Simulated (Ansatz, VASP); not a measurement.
# Ca in VASP and in Ansatz

Contents of INCAR:

```
SYSTEM = Ca
ALGO     = Fast           ! electronic algorithm
EDIFF    = 1E-7           ! SCF threshold, eV
ENCUT    = 520            ! plane-wave cutoff, eV
GGA      = PS             ! functional
ISIF     = 2              ! what is computed and relaxed
ISMEAR   = 0              ! smearing method
LASPH    = .True.         ! aspherical terms in the spheres
LCHARG   = .False.        ! write CHGCAR
LREAL    = .False.        ! projectors in reciprocal space
LWAVE    = .False.        ! write WAVECAR
NBANDS   = 11             ! bands
NELM     = 60             ! most SCF steps
PREC     = Accurate       ! precision mode
SIGMA    = 0.15           ! smearing width, eV
```

Contents of KPOINTS:

```
k-points
0
Gamma
  20 20 20
  0 0 0
```

Contents of POSCAR:

```
Ca
1.0
    3.6193367260     -0.7238673452     -0.7238673452
   -0.7238673452      3.6193367260     -0.7238673452
   -0.7238673452     -0.7238673452      3.6193367260
Ca
1
Direct
    0.0000000000      0.0000000000      0.0000000000
```

Input for Ansatz:

```yaml
crystal:
  lattice:
    - [3.619336726, -0.7238673452, -0.7238673452]
    - [-0.7238673452, 3.619336726, -0.7238673452]
    - [-0.7238673452, -0.7238673452, 3.619336726]
  atoms:
    - { symbol: Ca, position: [0.0, 0.0, 0.0] }
basis:
  ecutwfc: 420
kpoints:
  mp_grid: { grid: [20, 20, 20] }
hamiltonian:
  xc: pbesol
scf:
  occupations: { method: gaussian, width: 0.15 }
output:
  forces: true
  stress: true
  eigenvalues: true
```

Alike in both runs: task single point; functional PBEsol; k mesh 20 × 20 × 20; occupations gaussian, width 0.15 eV; no spin polarisation.

|  | VASP | Ansatz |
| --- | --- | --- |
| version | VASP 6.6.1 | Ansatz 0.2.0 |
| potentials or method | VASP PAW PBE potentials, release 64 (Ca_sv), cutoff 520 eV | scalar-relativistic, plane waves, PAW |
| valence electrons in the cell | 10 | 10 |

|  | VASP | Ansatz | Ansatz less VASP |
| --- | --- | --- | --- |
| gap on the k mesh at the Fermi level (eV) | none | none | - |
| pressure (GPa) | -0.2 | -0.2 | -0.01 |

VASP's potentials were made for PBE, not for PBEsol. A gap of «none» marks a metal or a gap that the smearing closes.
